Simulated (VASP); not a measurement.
Input of a VASP 6.6.1 run:

Contents of INCAR:

```
PREC = Accurate ; ENCUT = 520
EDIFF = 1E-6 ; ISMEAR = -1
SIGMA = 0.05 ; LREAL = F
LASPH = T ; NELM = 60
ALGO = Normal ; ISIF = 2
LWAVE = F ; LCHARG = F
NBANDS = 12
```

File KPOINTS:

```
Automatic mesh
0
Gamma
  15 15 15
```

File POSCAR:

```
Sc
1.0
    2.0964456456      0.0000000000      0.0000000000
    0.0000000000      2.0964456456      0.0000000000
    0.0000000000      0.0000000000      2.0964456456
Sc
1
Direct
    0.0000000000      0.0000000000      0.0000000000
```

Potentials or basis: VASP PAW LDA potentials, release 64 (Sc_sv).

Command:

```bash
$ cat potpaw_LDA.64/Sc_sv/POTCAR > POTCAR
$ mpirun -np 1 vasp_std > vasp.out
```

(1) Predict the pressure.

Results:

(1) 198.6 GPa.
